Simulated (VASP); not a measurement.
Runs of VASP 6.6.1 on C. The structure is that of space group P6_3/mmc (No. 194), or close to it. The cells are those of the table. 

```tsv
cell	k mesh	gap on the mesh (eV)	pressure (GPa)
a = 1.779, b = 1.779, c = 18.787 Å, angles 90.0, 90.0, 120.0°, 4 atoms	22 × 22 × 2	none	(a)
a = 1.804, b = 1.804, c = 19.044 Å, angles 90.0, 90.0, 120.0°, 4 atoms	22 × 22 × 2	none	-0.8
a = 1.804, b = 1.804, c = 19.044 Å, angles 90.0, 90.0, 120.0°, 4 atoms	26 × 26 × 3	none	-1.2
a = 1.754, b = 1.754, c = 18.522 Å, angles 90.0, 90.0, 120.0°, 4 atoms	22 × 22 × 2	none	2.6
a = 1.873, b = 1.873, c = 19.778 Å, angles 90.0, 90.0, 120.0°, 4 atoms	22 × 22 × 2	none	-4.1
a = 1.851, b = 1.851, c = 19.539 Å, angles 90.0, 90.0, 120.0°, 4 atoms	22 × 22 × 2	none	-3.2
a = 1.828, b = 1.828, c = 19.295 Å, angles 90.0, 90.0, 120.0°, 4 atoms	22 × 22 × 2	none	(b)
```

Alike in all rows: task single point; level BLYP; potentials or basis VASP PAW PBE potentials, release 64 (C); no spin polarisation; cutoff (eV) 520; smearing fermi-dirac 0.1 eV.

Q: Fill in the values left out.

A: (a) 0.4; (b) -1.9.

Caveats: the PAW data sets were made with another functional, which shifts forces and pressure a little; this functional lacks dispersion, which binds the layers, so the pressure and a relaxed spacing across them are unreliable.

A gap of «none» marks levels without a gap at the run's occupations.
